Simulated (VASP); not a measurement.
The system is SnO.

```xyz
4
Lattice="3.8020 0.0000 0.0000 0.0000 3.8020 0.0000 0.0000 0.0000 4.8360" Properties=species:S:1:pos:R:3 pbc="T T T"
Sn    0.0000    1.9010    1.1534
Sn    1.9010    0.0000    3.6826
O     0.0000    0.0000    0.0000
O     1.9010    1.9010    0.0000
```

| Quantity | Value |
| --- | --- |
| Program | VASP 6.6.1 |
| Task | relaxation of cell and atoms |
| Functional | PBE |
| Potentials or basis | VASP PAW PBE potentials, release 64 (Sn_d, O) |
| Cutoff | 600 eV |
| k mesh | 12 × 12 × 10 |
| Occupations | gaussian, width 0.1 eV |
| Spin | no spin polarisation |

At the start: pressure 4.4 GPa; volume 17.48 Å³/atom.

Problem. How do energy, volume and symmetry change on relaxing?

Solution. Over 25 steps the energy falls by 12.4 meV/atom and the volume is 18.87 Å³/atom (+8.0 %); space group P4/nmm (No. 129, to 0.1 Å) before and after.

Step by step:
```tsv
step	energy change (eV)	largest force (eV/Å)	pressure (GPa)	volume (Å³)
1	0.0000	0.4331	4.37	69.91
2	-0.0075	0.7827	-2.92	74.84
3	-0.0382	0.2369	0.27	72.43
4	-0.0427	0.1399	0.18	72.93
5	-0.0445	0.0267	0.06	73.52
6	-0.0458	0.0147	0.08	73.74
7	-0.0482	0.0148	0.17	74.26
8	-0.0493	0.0730	0.39	75.28
9	-0.0492	0.0571	-0.31	76.03
10	-0.0496	0.0110	0.06	75.64
11	-0.0496	0.0103	0.03	75.65
12	-0.0497	0.0080	0.04	75.63
13	-0.0497	0.0062	-0.03	75.58
14	-0.0497	0.0031	-0.09	75.48
15	-0.0497	0.0063	-0.01	75.55
16	-0.0497	0.0067	-0.03	75.56
17	-0.0497	0.0057	-0.02	75.56
18	-0.0497	0.0052	-0.03	75.56
19	-0.0497	0.0075	0.00	75.51
20	-0.0497	0.0087	0.05	75.48
21	-0.0497	0.0095	0.01	75.50
22	-0.0497	0.0055	0.00	75.49
23	-0.0497	0.0074	0.01	75.49
24	-0.0497	0.0077	0.00	75.48
25	-0.0497	0.0031	0.00	75.47
```

Final structure:
```yaml
crystal:
  lattice:
    - [3.86786, 0.00000, 0.00000]
    - [0.00000, 3.86786, 0.00000]
    - [0.00000, 0.00000, 5.04488]
  atoms:
    - { symbol: Sn, position: [0.00000, 0.50000, 0.23051] }
    - { symbol: Sn, position: [0.50000, 0.00000, 0.76949] }
    - { symbol: O, position: [0.00000, 0.00000, 0.00000] }
    - { symbol: O, position: [0.50000, 0.50000, 0.00000] }
```
